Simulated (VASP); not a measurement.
# Ag: single point with PBEsol

The system is Ag.

```
Ag
1.0
    -1.61256    1.61256    1.61256
     1.61256   -1.61256    1.61256
     1.61256    1.61256   -1.61256
Ag
1
Cartesian
  0.0000 0.0000 0.0000
```

* Program: VASP 6.6.1
* Task: single point
* Functional: PBEsol
* Potentials or basis: VASP PAW PBE potentials, release 64 (Ag)
* Cutoff: 520 eV
* k mesh: 18 × 18 × 18
* Occupations: gaussian, width 0.1 eV
* Spin: no spin polarisation

```yaml
Pressure: -0.2 GPa
```

Levels at points of the mesh, in eV from the Fermi level:
```tsv
k point	band 3	band 4	band 5	band 6	band 7	band 8	band 9	band 10
(0.00, 0.00, 0.00)	-4.95	-4.95	-3.56	-3.56	18.01	18.01	18.01	24.56
(0.50, 0.00, 0.00)	-3.62	-3.43	-2.51	-0.16	4.25	13.38	14.60	20.23
(0.50, 0.50, 0.50)	-2.77	-2.77	-2.77	6.90	6.90	6.90	13.06	13.70
```

It took 31 s on 1 thread of AMD EPYC 7R43 64-Core Processor (Zen 3), with other jobs on the host, peak memory 0.13 GiB.

Caveat: the PAW data sets were made with another functional, which shifts forces and pressure a little.
